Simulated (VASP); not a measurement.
# SnSe (Fm-3m) in VASP: a series of runs

Runs on SnSe. Level: PBE. Tasks: single point, relaxation of cell and atoms.

Everything below comes from runs of VASP 6.6.1. Logs are shortened: lines on timing, memory, paths and dates and some standing lists are left out, and cuts for length are marked.

## (1) The cell of the first run

Symmetry: Fm-3m, No. 225, cubic system. Conventional cell: a = 6.062 Å, b = 6.062 Å, c = 6.062 Å, α = 90.00°, β = 90.00°, γ = 90.00°. Within 4.0 Å of Sn (site symmetry m-3m) lie 6 Se at 3.03 Å. Within 4.0 Å of Se (site symmetry m-3m) lie 6 Sn at 3.03 Å.

## (2) Single point, PBE

Input file INCAR:

```
PREC     = Accurate       # precision mode
ENCUT    = 520            # plane-wave cutoff, eV
EDIFF    = 1E-6           # SCF threshold, eV
ISMEAR   = 0              # smearing method
SIGMA    = 0.02           # smearing width, eV
LREAL    = F              # projectors in reciprocal space
LASPH    = T              # aspherical terms in the spheres
NELM     = 100            # most SCF steps
ALGO     = Normal         # electronic algorithm
ISIF     = 2              # what is computed and relaxed
LWAVE    = F              # write WAVECAR
LCHARG   = F              # write CHGCAR
GGA      = PE             # functional
NBANDS   = 17             # bands
```

Input file KPOINTS:

```
regular mesh
0
Gamma
  10 10 10
```

Input file POSCAR:

```
SnSe
1.0
    0.0000000000      3.0307985790      3.0307985790
    3.0307985790      0.0000000000      3.0307985790
    3.0307985790      3.0307985790      0.0000000000
Sn Se
1 1
Direct
    0.0000000000      0.0000000000      0.0000000000
    0.5000000000      0.5000000000      0.5000000000
```

Potentials or basis: VASP PAW PBE potentials, release 64 (Sn_d, Se).

On the command line:

```
$ cat potpaw_PBE.64/Sn_d/POTCAR potpaw_PBE.64/Se/POTCAR > POTCAR
$ mpirun -np 1 vasp_std > vasp.out
```

OUTCAR:

```text
PREC = Accurate
   ENCUT = 520
   EDIFF = 1E-6
   ISMEAR = 0
   LREAL = F
   LASPH = T
   NELM = 100
   ISIF = 2
   GGA = PE

 ion  position               nearest neighbor table
   1  0.000  0.000  0.000-   2 3.03   2 3.03   2 3.03   2 3.03   2 3.03   2 3.03
   2  0.500  0.500  0.500-   1 3.03   1 3.03   1 3.03   1 3.03   1 3.03   1 3.03

  LATTYP: Found a face centered cubic cell.
 ALAT       =     6.0615971580

  Lattice vectors:

 A1 = (   0.0000000000,   3.0307985790,   3.0307985790)
 A2 = (   3.0307985790,   0.0000000000,   3.0307985790)
 A3 = (   3.0307985790,   3.0307985790,   0.0000000000)

Analysis of symmetry for initial positions (statically):
=====================================================================
 Subroutine PRICEL returns:
 Original cell was already a primitive cell.

 Routine SETGRP: Setting up the symmetry group for a
 face centered cubic supercell.

 Subroutine GETGRP returns: Found 48 space group operations
 (whereof 48 operations were pure point group operations)
 out of a pool of 48 trial point group operations.

The static configuration has the point symmetry O_h .

Analysis of symmetry for dynamics (positions and initial velocities):
=====================================================================
 Subroutine PRICEL returns:
 Original cell was already a primitive cell.

 Routine SETGRP: Setting up the symmetry group for a
 face centered cubic supercell.

 Subroutine GETGRP returns: Found 48 space group operations
 (whereof 48 operations were pure point group operations)
 out of a pool of 48 trial point group operations.

The dynamic configuration has the point symmetry O_h .

 Subroutine INISYM returns: Found 48 space group operations
 (whereof 48 operations are pure point group operations),
 and found     1 'primitive' translations

----------------------------------------------------------------------------------------

                                     Primitive cell

  volume of cell :      55.6803

  direct lattice vectors                    reciprocal lattice vectors
     0.000000000  3.030798579  3.030798579    -0.164973022  0.164973022  0.164973022
     3.030798579  0.000000000  3.030798579     0.164973022 -0.164973022  0.164973022
     3.030798579  3.030798579  0.000000000     0.164973022  0.164973022 -0.164973022

  length of vectors
[... 73 lines left out ...]
   PREC   = accura    normal or accurate (medium, high low for compatibility)
   ISTART =      0    job   : 0-new  1-cont  2-samecut
   ICHARG =      2    charge: 1-file 2-atom 10-const
   ISPIN  =      1    spin polarized calculation?
   LNONCOLLINEAR =      F non collinear calculations
   LSORBIT =      F    spin-orbit coupling
   LASPH  =      T    aspherical Exc in radial PAW
   ENCUT  =  520.0 eV  38.22 Ry    6.18 a.u.   7.97  7.97  7.97*2*pi/ulx,y,z
   NELM   =    100;   NELMIN=  2; NELMDL= -5     # of ELM steps
   EDIFF  = 0.1E-05   stopping-criterion for ELM
   LREAL  =      F    real-space projection
   EDIFFG = 0.1E-04   stopping-criterion for IOM
   NSW    =      0    number of steps for IOM
   IBRION =     -1    ionic relax: 0-MD 1-quasi-New 2-CG
   NFREE  =      0    steps in history (QN), initial steepest desc. (CG)
   ISIF   =      2    stress and relaxation
   ISYM   =      2    0-nonsym 1-usesym 2-fastsym
   POTIM  = 0.5000    time-step for ionic-motion
   TEBEG  =    0.0;   TEEND  =   0.0 temperature during run
   PSTRESS=    0.0 pullay stress
   NELECT =      20.0000    total number of electrons
   NUPDOWN=      -1.0000    fix difference up-down
   EMIN   =  10.00;   EMAX   =-10.00  energy-range for DOS
   EFERMI =   0.00;   METHOD = LEGACY
   ISMEAR =     0;   SIGMA  =   0.02  broadening in eV -4-tet -1-fermi 0-gaus
   EFERMI_NEDOS =   21; number of points for ismear=-14 and -15
   IALGO  =     38    algorithm
   IMIX   =      4    mixing-type and parameters
     AMIX     =   0.40;   BMIX     =  1.00
     AMIX_MAG =   1.60;   BMIX_MAG =  1.00
  volume/ion in A,a.u.               =      27.84       187.87
  Fermi-wavevector in a.u.,A,eV,Ry     =   1.163727  2.199125 18.425831  1.354260
  Thomas-Fermi vector in A             =   2.300273
   LORBIT       =      0    0 simple, 1 ext, 2 COOP (PROOUT), +10 PAW based schemes
   GGA     = PE    functional components
   LHFCALC =     F    Hartree Fock is set to
   AEXX    =    0.0000 exact exchange contribution
   IVDW    =     0    specifies the selected vdW correction
   LEPSILON=     F    determine dielectric tensor
   LRPA    =     F    only Hartree local field effects (RPA)
 non-spin polarized calculation
 Gauss-broadening in eV      SIGMA  =   0.02
  energy-cutoff  :      520.00
  volume of cell :       55.68
 maximum number of plane-waves:      1524
   NGX = 15   NGY = 15   NGZ = 15

 number of electron      19.9999999 magnetization

 Free energy of the ion-electron system (eV)
  ---------------------------------------------------
  ext. energy  EPLUGINS =         0.00000000
  ---------------------------------------------------
  free energy    TOTEN  =        -8.21696322 eV

  energy without entropy =       -8.21696322  energy(sigma->0) =       -8.21696322

 E-fermi :   5.5552     XC(G=0):  -9.5035

 val. band max:        5.3738168791   @ k =   0.5000   0.0000   0.0000
 cond. band min:       5.8622177144   @ k =  -0.4000   0.1000   0.0000
 fundamental gap:      0.4884008353
 Fermi energy:         5.5551981473

 k-point     1 :       0.0000    0.0000    0.0000
  band No.  band energies     occupation
      1     -16.2494      2.00000
      2     -16.2494      2.00000
      3     -16.2494      2.00000
      4     -16.2463      2.00000
      5     -16.2463      2.00000
      6      -8.3626      2.00000
[... 457 lines left out ...]
      4     -16.2373      2.00000
      5     -16.2363      2.00000
      6      -7.4772      2.00000
[... 9 lines left out ...]
     16      15.9463      0.00000
     17      16.6514      0.00000

 [... further k-points ...]
[... 5 lines left out ...]
  --------------------------------------------------------------------------------------
  -------------------------------------------------------------------------------------
  Total       -0.0111451     -0.0111451     -0.0111451      0.0000000      0.0000000     -0.0000000
  in kB       -0.3206954     -0.3206954     -0.3206954      0.0000000      0.0000000     -0.0000000
  external PRESSURE =      -0.3206954 kB  Pullay stress =       0.0000000 kB

 VOLUME and BASIS-vectors are now :
 -----------------------------------------------------------------------------
  energy-cutoff  :      520.00
  volume of cell :       55.68
      direct lattice vectors                 reciprocal lattice vectors
     0.000000000  3.030798579  3.030798579    -0.164973022  0.164973022  0.164973022
     3.030798579  0.000000000  3.030798579     0.164973022 -0.164973022  0.164973022
     3.030798579  3.030798579  0.000000000     0.164973022  0.164973022 -0.164973022

 POSITION                                       TOTAL-FORCE (eV/Angst)
 -----------------------------------------------------------------------------------
      0.00000      0.00000      0.00000        -0.000000     -0.000000     -0.000000
      3.03080      3.03080      3.03080         0.000000      0.000000      0.000000
 -----------------------------------------------------------------------------------
    total drift:                                0.000000     -0.000000     -0.000000

  FREE ENERGIE OF THE ION-ELECTRON SYSTEM (eV)
  ---------------------------------------------------
  free  energy   TOTEN  =        -8.2169632171 eV

  energy  without entropy=       -8.2169632171  energy(sigma->0) =       -8.21696322
```

stdout:

```text
POSCAR found type information on POSCAR SnSe
 POSCAR found :  2 types and       2 ions
 scaLAPACK will be used
 LDA part: xc-table for (Slater+PW92), standard interpolation
 POSCAR, INCAR and KPOINTS ok, starting setup
 FFT: planning ... GRIDC
 FFT: planning ... GRID_SOFT
 FFT: planning ... GRID
 WAVECAR not read
 entering main loop
```

Run time: 60 s. Hardware: 1 thread of AMD EPYC 7R43 (Zen 3), shared host; peak memory 0.16 GiB.

What came out:

- Free energy: -8.2170 eV
- Pressure: 0.0 GPa
- Band gap on the k mesh: 0.49 eV, indirect (least direct gap 0.49 eV)

Caveat: spin-orbit coupling is left out, which moves the levels of the heavy elements.

## (3) Relaxation of cell and atoms, PBE

This run uses another cell than the first one, of 27.28 Å³/atom, 0.980 times its volume.

Input file INCAR:

```
SYSTEM = SnSe
PREC     = Accurate       ! precision mode
ENCUT    = 600            ! plane-wave cutoff, eV
EDIFF    = 1E-6           ! SCF threshold, eV
ISMEAR   = 0              ! smearing method
SIGMA    = 0.02           ! smearing width, eV
LREAL    = .False.        ! projectors in reciprocal space
LASPH    = .True.         ! aspherical terms in the spheres
NELM     = 60             ! most SCF steps
ALGO     = Normal         ! electronic algorithm
ISIF     = 3              ! what is computed and relaxed
LWAVE    = .False.        ! write WAVECAR
LCHARG   = .False.        ! write CHGCAR
GGA      = PE             ! functional
IBRION   = 2              ! ionic algorithm
NSW      = 100            ! ionic steps
EDIFFG   = -0.005         ! ionic threshold
```

Input file KPOINTS:

```
Automatic mesh
0
Gamma
  10 10 10
  0 0 0
```

Input file POSCAR:

```
SnSe
1.0
    0.0000000000      3.0104337128      3.0104337128
    3.0104337128      0.0000000000      3.0104337128
    3.0104337128      3.0104337128      0.0000000000
Sn Se
1 1
Direct
    0.0000000000      0.0000000000      0.0000000000
    0.5000000000      0.5000000000      0.5000000000
```

Potentials or basis: VASP PAW PBE potentials, release 64 (Sn_d, Se).

On the command line:

```
$ cat potpaw_PBE.64/Sn_d/POTCAR potpaw_PBE.64/Se/POTCAR > POTCAR
$ mpirun -np 1 vasp_std > vasp.out
```

OUTCAR:

```text
SYSTEM = SnSe
   PREC = Accurate
   ENCUT = 600
   EDIFF = 1E-6
   ISMEAR = 0
   LREAL = .False.
   LASPH = .True.
   NELM = 60
   ISIF = 3
   GGA = PE
   IBRION = 2
   NSW = 100
   EDIFFG = -0.005

 ion  position               nearest neighbor table
   1  0.000  0.000  0.000-   2 3.01   2 3.01   2 3.01   2 3.01   2 3.01   2 3.01
   2  0.500  0.500  0.500-   1 3.01   1 3.01   1 3.01   1 3.01   1 3.01   1 3.01

  LATTYP: Found a face centered cubic cell.
 ALAT       =     6.0208674256

  Lattice vectors:

 A1 = (   0.0000000000,   3.0104337128,   3.0104337128)
 A2 = (   3.0104337128,   0.0000000000,   3.0104337128)
 A3 = (   3.0104337128,   3.0104337128,   0.0000000000)

Analysis of symmetry for initial positions (statically):
=====================================================================
[... 333 lines left out ...]
 Fermi energy:         5.5458468432

 k-point     1 :       0.0000    0.0000    0.0000
  band No.  band energies     occupation
      1     -16.2459      2.00000
      2     -16.2459      2.00000
      3     -16.2459      2.00000
      4     -16.2427      2.00000
      5     -16.2427      2.00000
      6      -8.3614      2.00000
      7       0.2348      2.00000
      8       3.2365      2.00000
      9       3.2365      2.00000
     10       3.2365      2.00000
     11       9.6045      0.00000
     12       9.6045      0.00000
     13       9.6045      0.00000
     14      11.2558      0.00000
[... 377 lines left out ...]
      1     -16.2603      2.00000
      2     -16.2496      2.00000
      3     -16.2387      2.00000
      4     -16.2337      2.00000
      5     -16.2327      2.00000
      6      -7.4755      2.00000
      7      -1.3443      2.00000
      8       1.6973      2.00000
      9       2.1494      2.00000
     10       2.4673      2.00000
     11       8.8274      0.00000
     12       9.1854      0.00000
     13       9.7965      0.00000
     14      10.1672      0.00000

 [... further k-points ...]
[... 5 lines left out ...]
  --------------------------------------------------------------------------------------
  -------------------------------------------------------------------------------------
  Total        0.0062189      0.0062189      0.0062189     -0.0000000     -0.0000000      0.0000000
  in kB        0.1789888      0.1789888      0.1789888     -0.0000000     -0.0000000      0.0000000
  external PRESSURE =       0.1789888 kB  Pullay stress =       0.0000000 kB
[... 17 lines left out ...]
  FREE ENERGIE OF THE ION-ELECTRON SYSTEM (eV)
  ---------------------------------------------------
  free  energy   TOTEN  =        -8.2169629101 eV

  energy  without entropy=       -8.2169629101  energy(sigma->0) =       -8.21696291

 reached required accuracy - stopping structural energy minimisation
```

It took 2.7 min on 1 thread of Intel Xeon 8259CL, shared host; peak memory 0.25 GiB.

Results:

```
Free energy                            : -8.2170 eV
Relaxed volume                         : 27.83 Å³/atom
Relaxed cell                           : a = 4.286 Å, b = 4.286 Å, c = 4.286 Å, α = 60.00°, β = 60.00°, γ = 60.00°
Space group after relaxing (to 0.05 Å) : Fm-3m (No. 225)
Energy gained by relaxing              : 1.8 meV/atom
Ionic steps                            : 5
Pressure after relaxing                : 0.0 GPa
Band gap on the k mesh                 : 0.49 eV, indirect (least direct gap 0.50 eV)
```

The path:
```csv
step,energy change (eV),largest force (eV/Å),pressure (GPa),volume (Å³)
1,0.0000,0.0000,1.02,54.57
2,-0.0034,0.0000,-0.20,55.94
3,-0.0035,0.0000,0.03,55.70
4,-0.0035,0.0000,-0.05,55.73
5,-0.0035,0.0000,0.02,55.67
```

Final structure:
```xyz
2
Lattice="0.0000 3.0306 3.0306 3.0306 0.0000 3.0306 3.0306 3.0306 0.0000" Properties=species:S:1:pos:R:3 pbc="T T T"
Sn    3.0306    0.0000    3.0306
Se    3.0306    3.0306    3.0306
```

Caveat: spin-orbit coupling is left out, which moves the levels of the heavy elements.

## (4) Relaxation of cell and atoms, PBE, target pressure 2 GPa, at which the enthalpy is minimised

This run uses another cell than the first one, of 27.31 Å³/atom, 0.981 times its volume.

Input file INCAR:

```
PREC = Accurate ; ENCUT = 600
EDIFF = 1E-7 ; ISMEAR = 0
SIGMA = 0.02 ; LREAL = F
LASPH = T ; NELM = 100
ALGO = Normal ; ISIF = 3
LWAVE = F ; LCHARG = F
GGA = PE ; IBRION = 2
NSW = 70 ; EDIFFG = -0.008
PSTRESS = 20.0
```

Input file KPOINTS:

```
regular mesh
0
Gamma
  10 10 10
```

Input file POSCAR:

```
SnSe
1.0
    0.0000000000      3.0113117046      3.0113117046
    3.0113117046      0.0000000000      3.0113117046
    3.0113117046      3.0113117046      0.0000000000
Sn Se
1 1
Direct
    0.0000000000      0.0000000000      0.0000000000
    0.5000000000      0.5000000000      0.5000000000
```

On the command line:

```
$ cat potpaw_PBE.64/Sn_d/POTCAR potpaw_PBE.64/Se/POTCAR > POTCAR
$ mpirun -np 1 vasp_std > vasp.out
```

It took 3.2 min on 1 thread of Intel Xeon 8259CL, shared host; peak memory 0.24 GiB.

The run converged. Its results:

| Property | Result |
| --- | --- |
| Free energy | -8.2045 eV |
| Relaxed volume | 26.81 Å³/atom |
| Relaxed cell | a = 4.233 Å, b = 4.233 Å, c = 4.233 Å, α = 60.00°, β = 60.00°, γ = 60.00° |
| Space group after relaxing (to 0.05 Å) | Fm-3m (No. 225) |
| Energy change on relaxing (the enthalpy is what falls) | +4.6 meV/atom |
| Ionic steps | 3 |
| Pressure after relaxing | 2.0 GPa |
| Band gap on the k mesh | 0.52 eV, indirect (least direct gap 0.64 eV) |

Step by step:
```tsv
step	energy change (eV)	largest force (eV/Å)	pressure (GPa)	volume (Å³)
1	0.0000	0.0000	0.99	54.61
2	0.0140	0.0000	2.38	53.27
3	0.0093	0.0000	2.01	53.62
```

Final structure:
```cif
data_structure
_symmetry_space_group_name_H-M 'P 1'
_symmetry_Int_Tables_number 1
_cell_length_a 4.2326
_cell_length_b 4.2326
_cell_length_c 4.2326
_cell_angle_alpha 60.000
_cell_angle_beta 60.000
_cell_angle_gamma 60.000
_cell_volume 53.62
loop_
_atom_site_label
_atom_site_type_symbol
_atom_site_fract_x
_atom_site_fract_y
_atom_site_fract_z
_atom_site_occupancy
Sn1 Sn 0.00000 0.00000 0.00000 1
Se1 Se 0.50000 0.50000 0.50000 1
```

Levels at points of the mesh, in eV from the valence-band top:
| k point | band 7 | band 8 | band 9 | band 10 | band 11 | band 12 | band 13 | band 14 |
| --- | --- | --- | --- | --- | --- | --- | --- | --- |
| (0.00, 0.00, 0.00) | -4.99 | -2.22 | -2.22 | -2.22 | 4.40 | 4.40 | 4.40 | 5.86 |
| (0.50, 0.00, 0.00) | -8.12 | -1.97 | -1.97 | 0.00 | 0.66 | 1.25 | 1.25 | 8.31 |
| (0.50, 0.50, 0.00) | -6.00 | -5.57 | -3.70 | -3.70 | 2.98 | 5.46 | 5.46 | 6.10 |

Caveat: the cell is relaxed towards a set pressure, so the enthalpy falls and the energy may rise; spin-orbit coupling is left out, which moves the levels of the heavy elements.

## (5) Relaxation of cell and atoms, PBE, target pressure -2 GPa, at which the enthalpy is minimised

This run uses another cell than the first one, of 28.38 Å³/atom, 1.019 times its volume.

Input file INCAR:

```
ALGO = Normal ; EDIFF = 1E-6
EDIFFG = -0.008 ; ENCUT = 600
GGA = PE ; IBRION = 2
ISIF = 3 ; ISMEAR = 0
LASPH = True ; LCHARG = False
LREAL = False ; LWAVE = False
NELM = 100 ; NSW = 70
PREC = Accurate ; PSTRESS = -20.0
SIGMA = 0.02
```

Input file KPOINTS:

```
k-points
0
Gamma
  10 10 10
```

Input file POSCAR:

```
SnSe
1.0
    0.0000000000      3.0501667425      3.0501667425
    3.0501667425      0.0000000000      3.0501667425
    3.0501667425      3.0501667425      0.0000000000
Sn Se
1 1
Direct
    0.0000000000      0.0000000000      0.0000000000
    0.5000000000      0.5000000000      0.5000000000
```

On the command line:

```
$ cat potpaw_PBE.64/Sn_d/POTCAR potpaw_PBE.64/Se/POTCAR > POTCAR
$ mpirun -np 1 vasp_std > vasp.out
```

Wall time 2.3 min (1 thread of Intel Xeon 8259CL, shared host); peak memory 0.24 GiB.

It converged, with:

* Free energy: -8.2001 eV
* Relaxed volume: 29.14 Å³/atom
* Relaxed cell: a = 4.352 Å, b = 4.352 Å, c = 4.352 Å, α = 60.00°, β = 60.00°, γ = 60.00°
* Space group after relaxing (to 0.05 Å): Fm-3m (No. 225)
* Energy change on relaxing (the enthalpy is what falls): +7.0 meV/atom
* Ionic steps: 3
* Pressure after relaxing: -2.0 GPa
* Band gap on the k mesh: 0.31 eV, direct

The path:
```csv
step,energy change (eV),largest force (eV/Å),pressure (GPa),volume (Å³)
1,0.0000,0.0000,-0.90,56.75
2,0.0150,0.0000,-2.05,58.37
3,0.0140,0.0000,-2.01,58.28
```

Final structure:
```cif
data_structure
_symmetry_space_group_name_H-M 'P 1'
_symmetry_Int_Tables_number 1
_cell_length_a 4.3520
_cell_length_b 4.3520
_cell_length_c 4.3520
_cell_angle_alpha 60.000
_cell_angle_beta 60.000
_cell_angle_gamma 60.000
_cell_volume 58.28
loop_
_atom_site_label
_atom_site_type_symbol
_atom_site_fract_x
_atom_site_fract_y
_atom_site_fract_z
_atom_site_occupancy
Sn1 Sn 0.00000 0.00000 0.00000 1
Se1 Se 0.50000 0.50000 0.50000 1
```

Levels at points of the mesh, in eV from the valence-band top:
```csv
k point,band 7,band 8,band 9,band 10,band 11,band 12,band 13,band 14
"(0.00, 0.00, 0.00)",-5.31,-2.04,-2.04,-2.04,4.03,4.03,4.03,5.90
"(0.50, 0.00, 0.00)",-7.77,-1.81,-1.81,0.00,0.31,1.24,1.24,8.04
"(0.50, 0.50, 0.00)",-6.04,-5.06,-3.37,-3.37,3.21,4.94,4.94,5.52
```

Caveat: the cell is relaxed towards a set pressure, so the enthalpy falls and the energy may rise; spin-orbit coupling is left out, which moves the levels of the heavy elements. A k mesh can miss the band edges.

## (6) The runs side by side

```csv
task,cell,cutoff (eV),gap on the mesh (eV),pressure (GPa)
single point,"a = 4.286 Å, angles 60.0°, 2 atoms",520,0.49,0.0
relaxation of cell and atoms,"relaxed from a = 4.257 Å, angles 60.0°, 2 atoms",600,0.49,0.0
relaxation of cell and atoms,"relaxed to 2 GPa from a = 4.259 Å, angles 60.0°, 2 atoms",600,0.52,2.0
relaxation of cell and atoms,"relaxed to -2 GPa from a = 4.314 Å, angles 60.0°, 2 atoms",600,0.31,-2.0
```

Alike in all rows: level PBE; potentials or basis VASP PAW PBE potentials, release 64 (Sn_d, Se); no spin polarisation; k mesh 10 × 10 × 10; smearing gaussian 0.02 eV.

Caveats: spin-orbit coupling is left out, which moves the levels of the heavy elements; the cell is relaxed towards a set pressure, so the enthalpy falls and the energy may rise (some runs).

Total energies depend on the potentials used, so only differences within one code and one set of settings carry meaning.
